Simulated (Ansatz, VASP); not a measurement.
## TiGe in VASP and in Ansatz

```xyz
2
Lattice="0.0000 2.9229 2.9229 2.9229 0.0000 2.9229 2.9229 2.9229 0.0000" Properties=species:S:1:pos:R:3 pbc="T T T"
Ti    0.0000    0.0000    0.0000
Ge    4.3844    4.3844    4.3844
```

Change from the starting cell: species swapped into the ZnSe type (F-43m, No. 216).

Alike in both runs: functional PBE; k mesh 10 × 10 × 10; occupations gaussian, width 0.01 eV; no spin polarisation.

Ansatz relaxed the structure, and its values are those at the end. VASP's run is a single point on that final structure, the one shown.

|  | VASP | Ansatz |
| --- | --- | --- |
| version | VASP 6.6.1 | Ansatz 0.2.0 |
| potentials or method | VASP PAW PBE potentials, release 64 (Ti_sv, Ge_d), cutoff 520 eV | scalar-relativistic, plane waves, PAW |
| valence electrons in the cell | 26 | 26 |

|  | VASP | Ansatz | Ansatz less VASP |
| --- | --- | --- | --- |
| gap on the k mesh at the Fermi level (eV) | 0.25 | 0.25 | -0.001 |
| least direct gap on the mesh (eV) | 0.25 | 0.25 | -0.001 |
| pressure (GPa) | 0.0 | 0.0 | -0.01 |
